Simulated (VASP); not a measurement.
# SiO2 (P4_2/mnm) in VASP: a series of runs

SiO2 is run at these levels: PBE; tasks: single point.

Program: VASP 6.6.1. These are calculated values, not measurements. Logs are shortened: lines on timing, memory, paths and dates and some standing lists are left out, and cuts for length are marked.

## (1) The cell of the first run

It takes space group P4_2/mnm (No. 136, tetragonal). The conventional cell has a = 4.059 Å, b = 4.059 Å, c = 2.578 Å, α = 90.00°, β = 90.00°, γ = 90.00°. Within 2.3 Å of Si (site symmetry mmm) lie 6 O at 1.70 to 1.76 Å. O (site symmetry m2m) has 3 Si at 1.70 to 1.76 Å and 1 O at 2.22 Å within 2.3 Å.

## (2) Single point, PBE (volume 7.078 Å^3 an atom, c/a of the conventional cell 0.6350)

INCAR

```
ALGO = Normal
EDIFF = 1E-6
ENCUT = 520
GGA = PE
ISIF = 2
ISMEAR = 0
LASPH = T
LCHARG = F
LREAL = F
LWAVE = F
NBANDS = 25
NELM = 80
PREC = Accurate
SIGMA = 0.05
```

KPOINTS

```
k-points
0
Gamma
  6 6 10
```

POSCAR

```
SiO2
1.0
    4.0591007594      0.0000000000      0.0000000000
    0.0000000000      4.0591007594      0.0000000000
    0.0000000000      0.0000000000      2.5775205988
Si O
2 4
Direct
    0.5000000000      0.5000000000      0.5000000000
    0.0000000000      0.0000000000      0.0000000000
    0.6930127928      0.6930127928      0.0000000000
    0.1930127928      0.8069872072      0.5000000000
    0.3069872072      0.3069872072      0.0000000000
    0.8069872072      0.1930127928      0.5000000000
```

Potentials or basis: VASP PAW PBE potentials, release 64 (Si, O).

The run is started by

```sh
> cat potpaw_PBE.64/Si/POTCAR potpaw_PBE.64/O/POTCAR > POTCAR
> mpirun -np 1 vasp_std > vasp.out
```

OUTCAR:

```text
EDIFF = 1E-6
   ENCUT = 520
   GGA = PE
   ISIF = 2
   ISMEAR = 0
   LASPH = T
   LREAL = F
   NELM = 80
   PREC = Accurate

 ion  position               nearest neighbor table
   1  0.500  0.500  0.500-   3 1.70   5 1.70   3 1.70   5 1.70   4 1.76   6 1.76   2 3.15   2 3.15
                             2 3.15   2 3.15   2 3.15   2 3.15   2 3.15   2 3.15
   2  0.000  0.000  0.000-   4 1.70   6 1.70   4 1.70   6 1.70   5 1.76   3 1.76   1 3.15   1 3.15
                             1 3.15   1 3.15   1 3.15   1 3.15   1 3.15   1 3.15
   3  0.693  0.693  0.000-   1 1.70   1 1.70   2 1.76
   4  0.193  0.807  0.500-   2 1.70   2 1.70   1 1.76
   5  0.307  0.307  0.000-   1 1.70   1 1.70   2 1.76
   6  0.807  0.193  0.500-   2 1.70   2 1.70   1 1.76

  LATTYP: Found a simple tetragonal cell.
 ALAT       =     4.0591007594
 C/A-ratio  =     0.6349979347

  Lattice vectors:

 A1 = (   4.0591007594,   0.0000000000,   0.0000000000)
 A2 = (   0.0000000000,   4.0591007594,   0.0000000000)
 A3 = (   0.0000000000,   0.0000000000,   2.5775205988)

Analysis of symmetry for initial positions (statically):
=====================================================================
 Subroutine PRICEL returns:
 Original cell was already a primitive cell.

 Routine SETGRP: Setting up the symmetry group for a
 simple tetragonal supercell.

 Subroutine GETGRP returns: Found 16 space group operations
 (whereof  8 operations were pure point group operations)
 out of a pool of 16 trial point group operations.

The static configuration has the point symmetry D_2h.
 The point group associated with its full space group is D_4h.

Analysis of symmetry for dynamics (positions and initial velocities):
=====================================================================
 Subroutine PRICEL returns:
 Original cell was already a primitive cell.

 Routine SETGRP: Setting up the symmetry group for a
 simple tetragonal supercell.

 Subroutine GETGRP returns: Found 16 space group operations
 (whereof  8 operations were pure point group operations)
 out of a pool of 16 trial point group operations.

The dynamic configuration has the point symmetry D_2h.
 The point group associated with its full space group is D_4h.

 Subroutine INISYM returns: Found 16 space group operations
 (whereof  8 operations are pure point group operations),
 and found     1 'primitive' translations

[... 104 lines left out ...]
   EDIFFG = 0.1E-04   stopping-criterion for IOM
   NSW    =      0    number of steps for IOM
   IBRION =     -1    ionic relax: 0-MD 1-quasi-New 2-CG
   NFREE  =      0    steps in history (QN), initial steepest desc. (CG)
   ISIF   =      2    stress and relaxation
   ISYM   =      2    0-nonsym 1-usesym 2-fastsym
   POTIM  = 0.5000    time-step for ionic-motion
   TEBEG  =    0.0;   TEEND  =   0.0 temperature during run
   PSTRESS=    0.0 pullay stress
   NELECT =      32.0000    total number of electrons
   NUPDOWN=      -1.0000    fix difference up-down
   EMIN   =  10.00;   EMAX   =-10.00  energy-range for DOS
   EFERMI =   0.00;   METHOD = LEGACY
   ISMEAR =     0;   SIGMA  =   0.05  broadening in eV -4-tet -1-fermi 0-gaus
   EFERMI_NEDOS =   21; number of points for ismear=-14 and -15
   IALGO  =     38    algorithm
   IMIX   =      4    mixing-type and parameters
     AMIX     =   0.40;   BMIX     =  1.00
     AMIX_MAG =   1.60;   BMIX_MAG =  1.00
  volume/ion in A,a.u.               =       7.08        47.76
  Fermi-wavevector in a.u.,A,eV,Ry     =   1.489719  2.815160 30.194883  2.219261
  Thomas-Fermi vector in A             =   2.602591
   LORBIT       =      0    0 simple, 1 ext, 2 COOP (PROOUT), +10 PAW based schemes
   GGA     = PE    functional components
   LHFCALC =     F    Hartree Fock is set to
   AEXX    =    0.0000 exact exchange contribution
   IVDW    =     0    specifies the selected vdW correction
   LEPSILON=     F    determine dielectric tensor
   LRPA    =     F    only Hartree local field effects (RPA)
 non-spin polarized calculation
 Gauss-broadening in eV      SIGMA  =   0.05
  energy-cutoff  :      520.00
  volume of cell :       42.47
 maximum number of plane-waves:      1170
   NGX = 15   NGY = 15   NGZ =  9

 number of electron      32.0000036 magnetization

 Free energy of the ion-electron system (eV)
  ---------------------------------------------------
  ext. energy  EPLUGINS =         0.00000000
  ---------------------------------------------------
  free energy    TOTEN  =       -45.48173599 eV

  energy without entropy =      -45.48173599  energy(sigma->0) =      -45.48173599

 E-fermi :   9.8084     XC(G=0): -12.7522

 val. band max:        9.5398672633   @ k =   0.0000   0.0000   0.0000
 cond. band min:      16.6418280328   @ k =   0.0000   0.0000   0.0000
 fundamental gap:      7.1019607695
 Fermi energy:         9.8083857613

 k-point     1 :       0.0000    0.0000    0.0000
  band No.  band energies     occupation
      1     -14.0572      2.00000
      2      -9.9189      2.00000
      3      -9.9189      2.00000
      4      -9.7397      2.00000
      5      -1.8295      2.00000
      6       2.4994      2.00000
[... 661 lines left out ...]
     24      22.7133      0.00000
     25      24.4279      0.00000

 [... further k-points ...]

------------------------ aborting loop because EDIFF is reached ----------------------------------------

  FORCE on cell =-STRESS in cart. coord.  units (eV):
  Direction    XX          YY          ZZ          XY          YZ          ZX
  --------------------------------------------------------------------------------------
  -------------------------------------------------------------------------------------
  Total       12.2322561     12.2322561     15.6207550     -0.0000000      0.0000000      0.0000000
  in kB      461.4826094    461.4826094    589.3194775     -0.0000000      0.0000000      0.0000000
  external PRESSURE =     504.0948987 kB  Pullay stress =       0.0000000 kB

 VOLUME and BASIS-vectors are now :
 -----------------------------------------------------------------------------
  energy-cutoff  :      520.00
  volume of cell :       42.47
      direct lattice vectors                 reciprocal lattice vectors
     4.059100759  0.000000000  0.000000000     0.246359984  0.000000000  0.000000000
     0.000000000  4.059100759  0.000000000     0.000000000  0.246359984  0.000000000
     0.000000000  0.000000000  2.577520599     0.000000000  0.000000000  0.387969741

 POSITION                                       TOTAL-FORCE (eV/Angst)
 -----------------------------------------------------------------------------------
      2.02955      2.02955      1.28876         0.000000     -0.000000      0.000000
      0.00000      0.00000      0.00000         0.000000     -0.000000      0.000000
      2.81301      2.81301      0.00000         0.757069      0.757069      0.000000
      0.78346      3.27564      1.28876         0.757069     -0.757069     -0.000000
      1.24609      1.24609      0.00000        -0.757069     -0.757069     -0.000000
      3.27564      0.78346      1.28876        -0.757069      0.757069      0.000000
 -----------------------------------------------------------------------------------
    total drift:                               -0.000000      0.000000     -0.000000

  FREE ENERGIE OF THE ION-ELECTRON SYSTEM (eV)
  ---------------------------------------------------
  free  energy   TOTEN  =       -45.4817359941 eV

  energy  without entropy=      -45.4817359941  energy(sigma->0) =      -45.48173599
```

Wall time 43 s (1 thread of Intel Xeon Platinum 8488C (Sapphire Rapids), shared host); peak memory 0.17 GiB.

Results:

| Quantity | Value |
| --- | --- |
| Free energy | -45.4817 eV |
| Pressure | 50.4 GPa |
| Largest force | 1.071 eV/Å |
| Band gap on the k mesh | 7.10 eV, direct |

Forces on the atoms (eV/Å):
```
Si   0.000  0.000  0.000
Si   0.000  0.000  0.000
O    0.757  0.757  0.000
O    0.757 -0.757  0.000
O   -0.757 -0.757  0.000
O   -0.757  0.757  0.000
```

Levels at points of the mesh, in eV from the valence-band top:
```csv
k point,band 13,band 14,band 15,band 16,band 17,band 18,band 19,band 20
"(0.00, 0.00, 0.00)",-2.62,-0.92,-0.92,0.00,7.10,7.41,9.43,9.43
"(0.50, 0.00, 0.00)",-2.89,-2.89,-1.18,-1.18,8.95,8.95,9.99,9.99
"(0.50, 0.50, 0.00)",-2.80,-2.80,-2.60,-2.60,8.55,8.55,11.01,11.01
"(0.00, 0.00, 0.50)",-3.49,-3.49,-3.04,-3.04,10.39,10.39,13.63,13.63
"(0.50, 0.00, 0.50)",-2.51,-2.51,-1.99,-1.99,9.78,9.78,10.89,10.89
"(0.50, 0.50, 0.50)",-1.98,-1.98,-1.75,-1.75,8.46,8.46,11.66,11.66
```

Caveat: forces of over 1 eV/Å act on the atoms, so gaps and moduli don't describe the material at rest. A k mesh can miss the band edges.

## (3) Single point, PBE (volume 7.078 Å^3 an atom, c/a of the conventional cell 0.6161)

INCAR

```
PREC = Accurate
ENCUT = 520
EDIFF = 1E-7
ISMEAR = 0
SIGMA = 0.05
LREAL = False
LASPH = True
NELM = 60
ALGO = Normal
ISIF = 2
LWAVE = False
LCHARG = False
GGA = PE
NBANDS = 25
```

KPOINTS

```
regular mesh
0
Gamma
  6 6 10
```

Changes to POSCAR since step 2:

```diff
@@ -2,5 +2,5 @@
 1.0
-    4.0591007594      0.0000000000      0.0000000000
-    0.0000000000      4.0591007594      0.0000000000
-    0.0000000000      0.0000000000      2.5775205988
+    4.1001857629      0.0000000000      0.0000000000
+    0.0000000000      4.1001857629      0.0000000000
+    0.0000000000      0.0000000000      2.5261244485
 Si O
```

Potentials or basis: VASP PAW PBE potentials, release 64 (Si, O).

The run is started by

```sh
> cat potpaw_PBE.64/Si/POTCAR potpaw_PBE.64/O/POTCAR > POTCAR
> mpirun -np 1 vasp_std > vasp.out
```

It took 42 s on 1 thread of Intel Xeon Platinum 8488C (Sapphire Rapids), shared host; peak memory 0.17 GiB.

It converged, with:

- Free energy: -45.3638 eV
- Pressure: 52.7 GPa
- Largest force: 1.026 eV/Å
- Band gap on the k mesh: 7.52 eV, direct

Forces on the atoms (eV/Å):
```
Si   0.000  0.000  0.000
Si   0.000  0.000  0.000
O    0.725  0.725  0.000
O    0.725 -0.725  0.000
O   -0.725 -0.725  0.000
O   -0.725  0.725  0.000
```

Stress tensor (GPa, compression positive):
```
42.14  0.00  0.00
 0.00 42.14  0.00
 0.00  0.00 73.76
```

Levels at points of the mesh, in eV from the valence-band top:
```tsv
k point	band 12	band 13	band 14	band 15	band 16	band 17	band 18	band 19	band 20	band 21
(0.00, 0.00, 0.00)	-3.19	-2.44	-0.95	-0.95	0.00	7.52	7.64	9.91	9.91	11.48
(0.50, 0.00, 0.00)	-4.28	-2.71	-2.71	-1.21	-1.21	9.36	9.36	10.35	10.35	11.42
(0.50, 0.50, 0.00)	-3.31	-2.71	-2.71	-2.70	-2.70	8.89	8.89	11.35	11.35	13.71
(0.00, 0.00, 0.50)	-4.95	-3.37	-3.37	-3.03	-3.03	10.34	10.34	13.48	13.48	13.69
(0.50, 0.00, 0.50)	-4.36	-2.56	-2.56	-1.98	-1.98	9.72	9.72	10.62	10.62	12.69
(0.50, 0.50, 0.50)	-4.81	-2.04	-2.04	-1.74	-1.74	8.34	8.34	11.58	11.58	12.06
```

Caveat: forces of over 1 eV/Å act on the atoms, so gaps and moduli don't describe the material at rest. A k mesh can miss the band edges.

(Part 1 of 2 ends here.)
